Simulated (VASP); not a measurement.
# NiO2 (P-3m1) in VASP: a series of runs, part 2 of 2

VASP 6.6.1. Earlier steps stand in the parts before.

### Step 4. Single point, PBEsol (11.13 Å³/atom, c/a of the conventional cell at fixed volume 1.8219)

INCAR reads:

```
SYSTEM = NiO2
PREC = Accurate
ENCUT = 700
EDIFF = 1E-6
ISMEAR = 0
SIGMA = 0.05
LREAL = .FALSE.
LASPH = .TRUE.
NELM = 120
ALGO = Normal
ISIF = 2
LWAVE = .FALSE.
LCHARG = .FALSE.
GGA = PS
NBANDS = 22
GGA_COMPAT = .FALSE.
```

KPOINTS reads:

```
regular mesh
0
G
  12 12 6
  0 0 0
```

POSCAR reads:

```
NiO2
1.0
    2.7656549825      0.0000000000      0.0000000000
   -1.3828274913      2.3951274729      0.0000000000
    0.0000000000      0.0000000000      5.0387468126
Ni O
1 2
Direct
    0.0000000000      0.0000000000      0.5000000000
    0.6666666667      0.3333333333      0.6876599244
    0.3333333333      0.6666666667      0.3123400756
```

Potentials or basis: VASP PAW PBE potentials, release 64 (Ni_sv_GW, O).

Started as:

```console
$ cat potpaw_PBE.64/Ni_sv_GW/POTCAR potpaw_PBE.64/O/POTCAR > POTCAR
$ mpirun -np 1 vasp_std > vasp.out
```

OUTCAR:

```text
SYSTEM = NiO2
   PREC = Accurate
   ENCUT = 700
   EDIFF = 1E-6
   ISMEAR = 0
   LREAL = .FALSE.
   LASPH = .TRUE.
   NELM = 120
   ISIF = 2
   GGA = PS

 ion  position               nearest neighbor table
   1  0.000  0.000  0.500-   2 1.86   3 1.86   3 1.86   2 1.86   2 1.86   3 1.86
   2  0.667  0.333  0.688-   1 1.86   1 1.86   1 1.86
   3  0.333  0.667  0.312-   1 1.86   1 1.86   1 1.86

  LATTYP: Found a hexagonal cell.
 ALAT       =     2.7656549825
 C/A-ratio  =     1.8219000000

  Lattice vectors:

 A1 = (   2.7656549825,   0.0000000000,   0.0000000000)
 A2 = (  -1.3828274913,   2.3951274729,   0.0000000000)
 A3 = (   0.0000000000,   0.0000000000,   5.0387468126)

Analysis of symmetry for initial positions (statically):
=====================================================================
 Subroutine PRICEL returns:
 Original cell was already a primitive cell.

 Routine SETGRP: Setting up the symmetry group for a
 hexagonal supercell.

 Subroutine GETGRP returns: Found 12 space group operations
 (whereof 12 operations were pure point group operations)
 out of a pool of 24 trial point group operations.

The static configuration has the point symmetry D_3d.

Analysis of symmetry for dynamics (positions and initial velocities):
=====================================================================
 Subroutine PRICEL returns:
 Original cell was already a primitive cell.

 Routine SETGRP: Setting up the symmetry group for a
 hexagonal supercell.

 Subroutine GETGRP returns: Found 12 space group operations
 (whereof 12 operations were pure point group operations)
 out of a pool of 24 trial point group operations.

The dynamic configuration has the point symmetry D_3d.

 Subroutine INISYM returns: Found 12 space group operations
 (whereof 12 operations are pure point group operations),
 and found     1 'primitive' translations

----------------------------------------------------------------------------------------

                                     Primitive cell

  volume of cell :      33.3771

  direct lattice vectors                    reciprocal lattice vectors
     2.765654983  0.000000000  0.000000000     0.361578001  0.208757156  0.000000000
    -1.382827491  2.395127473  0.000000000     0.000000000  0.417514312  0.000000000
     0.000000000  0.000000000  5.038746813     0.000000000  0.000000000  0.198462046

  length of vectors
     2.765654983  2.765654982  5.038746813     0.417514312  0.417514312  0.198462046

  position of ions in fractional coordinates (direct lattice)
     0.000000000  0.000000000  0.500000000
     0.666666667  0.333333333  0.687659924
     0.333333333  0.666666667  0.312340076

  ion indices of the primitive-cell ions
   primitive index   ion index
                 1           1
                 2           2
                 3           3

----------------------------------------------------------------------------------------

 KPOINTS: regular mesh

Automatic generation of k-mesh.
 Grid dimensions read from file:
 generate k-points for:   12   12    6

 Generating k-lattice:

  Cartesian coordinates                     Fractional coordinates (reciprocal lattice)
     0.030131500  0.017396430  0.000000000     0.083333333  0.000000000  0.000000000
     0.000000000  0.034792859  0.000000000     0.000000000  0.083333333  0.000000000
     0.000000000  0.000000000  0.033077008     0.000000000  0.000000000  0.166666667

  Length of vectors
     0.034792859  0.034792859  0.033077008

  Shift w.r.t. Gamma in fractional coordinates (k-lattice)
     0.000000000  0.000000000  0.000000000

 Subroutine IBZKPT returns following result:
 ===========================================

 Found    100 irreducible k-points:

 Following reciprocal coordinates:
            Coordinates               Weight
  0.000000  0.000000  0.000000      1.000000
  0.083333 -0.000000  0.000000      6.000000
  0.166667 -0.000000  0.000000      6.000000
  0.250000 -0.000000  0.000000      6.000000
  0.333333 -0.000000  0.000000      6.000000
  0.416667 -0.000000  0.000000      6.000000
[... 16 lines left out ...]
  0.166667 -0.000000  0.166667      6.000000
  0.000000  0.166667  0.166667      6.000000
 [... further k-points ...]
   k-points           NKPTS =    100   k-points in BZ     NKDIM =    100   number of bands    NBANDS=     22
   number of dos      NEDOS =    301   number of ions     NIONS =      3
   total plane-waves  NPLWV =  27648
   dimension x,y,z NGX =    24 NGY =   24 NGZ =   48
   dimension x,y,z NGXF=    48 NGYF=   48 NGZF=   96
   ions per type =               1   2
   NGX,Y,Z   is equivalent  to a cutoff of  14.43, 14.43, 15.84 a.u.
   NGXF,Y,Z  is equivalent  to a cutoff of  28.85, 28.85, 31.67 a.u.
 SYSTEM =  NiO2
   PREC   = accura    normal or accurate (medium, high low for compatibility)
   ISTART =      0    job   : 0-new  1-cont  2-samecut
   ICHARG =      2    charge: 1-file 2-atom 10-const
   ISPIN  =      1    spin polarized calculation?
   LNONCOLLINEAR =      F non collinear calculations
   LSORBIT =      F    spin-orbit coupling
   LASPH  =      T    aspherical Exc in radial PAW
   ENCUT  =  700.0 eV  51.45 Ry    7.17 a.u.   5.97  5.97 10.87*2*pi/ulx,y,z
   NELM   =    120;   NELMIN=  2; NELMDL= -5     # of ELM steps
   EDIFF  = 0.1E-05   stopping-criterion for ELM
   LREAL  =      F    real-space projection
   EDIFFG = 0.1E-04   stopping-criterion for IOM
   NSW    =      0    number of steps for IOM
   IBRION =     -1    ionic relax: 0-MD 1-quasi-New 2-CG
   NFREE  =      0    steps in history (QN), initial steepest desc. (CG)
   ISIF   =      2    stress and relaxation
   ISYM   =      2    0-nonsym 1-usesym 2-fastsym
   POTIM  = 0.5000    time-step for ionic-motion
   TEBEG  =    0.0;   TEEND  =   0.0 temperature during run
   PSTRESS=    0.0 pullay stress
   NELECT =      30.0000    total number of electrons
   NUPDOWN=      -1.0000    fix difference up-down
   EMIN   =  10.00;   EMAX   =-10.00  energy-range for DOS
   EFERMI =   0.00;   METHOD = LEGACY
   ISMEAR =     0;   SIGMA  =   0.05  broadening in eV -4-tet -1-fermi 0-gaus
   EFERMI_NEDOS =   21; number of points for ismear=-14 and -15
   IALGO  =     38    algorithm
   IMIX   =      4    mixing-type and parameters
     AMIX     =   0.40;   BMIX     =  1.00
     AMIX_MAG =   1.60;   BMIX_MAG =  1.00
  volume/ion in A,a.u.               =      11.13        75.08
  Fermi-wavevector in a.u.,A,eV,Ry     =   1.579909  2.985596 33.961690  2.496114
  Thomas-Fermi vector in A             =   2.680217
   LORBIT       =      0    0 simple, 1 ext, 2 COOP (PROOUT), +10 PAW based schemes
   GGA     = PS    functional components
   LHFCALC =     F    Hartree Fock is set to
   AEXX    =    0.0000 exact exchange contribution
   IVDW    =     0    specifies the selected vdW correction
   LEPSILON=     F    determine dielectric tensor
   LRPA    =     F    only Hartree local field effects (RPA)
 non-spin polarized calculation
 Gauss-broadening in eV      SIGMA  =   0.05
  energy-cutoff  :      700.00
  volume of cell :       33.38
 maximum number of plane-waves:      1428
   NGX = 11   NGY = 11   NGZ = 21

 number of electron      30.0000014 magnetization

 Free energy of the ion-electron system (eV)
  ---------------------------------------------------
  ext. energy  EPLUGINS =         0.00000000
  ---------------------------------------------------
  free energy    TOTEN  =       -19.78028887 eV

  energy without entropy =      -19.78028887  energy(sigma->0) =      -19.78028887

 E-fermi :   1.8702     XC(G=0): -10.6394

 val. band max:        1.4525053994   @ k =   0.0833   0.0833   0.5000
 cond. band min:       2.5511594881   @ k =   0.2500  -0.0000   0.3333
 fundamental gap:      1.0986540887
 Fermi energy:         1.8702035285

 k-point     1 :       0.0000    0.0000    0.0000
  band No.  band energies     occupation
      1    -102.4734      2.00000
      2     -63.0418      2.00000
      3     -63.0418      2.00000
      4     -62.7943      2.00000
      5     -18.3035      2.00000
      6     -15.8055      2.00000
[... 14 lines left out ...]
     21      21.5119      0.00000
     22      21.5124      0.00000
[... 552 lines left out ...]
  band No.  band energies     occupation
      1    -102.4721      2.00000
      2     -63.0570      2.00000
      3     -63.0455      2.00000
      4     -62.7921      2.00000
      5     -17.9190      2.00000
      6     -15.8376      2.00000
[... 14 lines left out ...]
     21      19.2222      0.00000
     22      21.1825      0.00000

 [... further k-points ...]

------------------------ aborting loop because EDIFF is reached ----------------------------------------

  FORCE on cell =-STRESS in cart. coord.  units (eV):
  Direction    XX          YY          ZZ          XY          YZ          ZX
  --------------------------------------------------------------------------------------
  -------------------------------------------------------------------------------------
  Total        0.5542987      0.5542987     -0.1405884     -0.0000000      0.0000000     -0.0000000
  in kB       26.6075747     26.6075747     -6.7485556     -0.0000000      0.0000000     -0.0000000
  external PRESSURE =      15.4888646 kB  Pullay stress =       0.0000000 kB

 VOLUME and BASIS-vectors are now :
 -----------------------------------------------------------------------------
  energy-cutoff  :      700.00
  volume of cell :       33.38
      direct lattice vectors                 reciprocal lattice vectors
     2.765654983  0.000000000  0.000000000     0.361578001  0.208757156  0.000000000
    -1.382827491  2.395127473  0.000000000     0.000000000  0.417514312  0.000000000
     0.000000000  0.000000000  5.038746813     0.000000000  0.000000000  0.198462046

 POSITION                                       TOTAL-FORCE (eV/Angst)
 -----------------------------------------------------------------------------------
      0.00000      0.00000      2.51937        -0.000000      0.000000      0.000000
      1.38283      0.79838      3.46494         0.000000     -0.000000     -0.028810
     -0.00000      1.59675      1.57380        -0.000000      0.000000      0.028810
 -----------------------------------------------------------------------------------
    total drift:                                0.000000      0.000000      0.000000

  FREE ENERGIE OF THE ION-ELECTRON SYSTEM (eV)
  ---------------------------------------------------
  free  energy   TOTEN  =       -19.7802888651 eV

  energy  without entropy=      -19.7802888651  energy(sigma->0) =      -19.78028887
```

stdout:

```text
POSCAR found type information on POSCAR NiO
 POSCAR found :  2 types and       3 ions
 scaLAPACK will be used
 -----------------------------------------------------------------------------
|                                                                             |
|                                                                             |
|     You enforced a specific xc type in the INCAR file but a different       |
|     I HOPE YOU KNOW WHAT YOU ARE DOING!                                     |
|                                                                             |
 -----------------------------------------------------------------------------

 LDA part: xc-table for (Slater+PW92), standard interpolation
 POSCAR, INCAR and KPOINTS ok, starting setup
 FFT: planning ... GRIDC
 FFT: planning ... GRID_SOFT
 FFT: planning ... GRID
 WAVECAR not read
 entering main loop
```

It took 2.3 min on 1 thread of AMD EPYC 7R43 (Zen 3), shared host; peak memory 0.23 GiB.

What came out:

```
Free energy            : -19.7803 eV
Pressure               : 1.5 GPa
Largest force          : 0.029 eV/Å
Band gap on the k mesh : 1.10 eV (least direct gap 1.32 eV)
```

Forces in eV/Å, atoms in the order of the input:
```
Ni   0.000  0.000  0.000
O    0.000  0.000 -0.029
O    0.000  0.000  0.029
```

Stress tensor (GPa, compression positive):
```
 2.66  0.00  0.00
 0.00  2.66  0.00
 0.00  0.00 -0.67
```

Caveat: the cell differs from its parent crystal (c/a of the conventional cell at fixed volume 1.8219); the PAW data sets were made with another functional, which shifts forces and pressure a little; the run has no spin polarisation, though such a crystal can be magnetic. Spin polarisation is off, so any magnetic state and its effect on volume and gap are missing.

### Step 5. The runs side by side

| cell | gap on the mesh (eV) | pressure (GPa) | largest force (eV/Å) |
| --- | --- | --- | --- |
| a = 2.748, b = 2.748, c = 5.104 Å, angles 90.0, 90.0, 120.0°, 3 atoms, atomic positions A | 0.97 | 50.0 | 6.05 |
| a = 2.862, b = 2.862, c = 4.704 Å, angles 90.0, 90.0, 120.0°, 3 atoms, atomic positions B | 0.77 | 12.1 | 2.59 |
| a = 2.766, b = 2.766, c = 5.039 Å, angles 90.0, 90.0, 120.0°, 3 atoms, atomic positions C | 1.10 | 1.5 | 0.03 |

Alike in all rows: task single point; level PBEsol; potentials or basis VASP PAW PBE potentials, release 64 (Ni_sv_GW, O); no spin polarisation; k mesh 12 × 12 × 6; cutoff (eV) 700; smearing gaussian 0.05 eV.

Caveats: the PAW data sets were made with another functional, which shifts forces and pressure a little; the run has no spin polarisation, though such a crystal can be magnetic; the stress differs along the axes, from 40 to 55 GPa (at least some runs); the stress differs along the axes, from 9 to 18 GPa (at least some runs).

Total energies depend on the potentials used, so only differences within one code and one set of settings carry meaning.
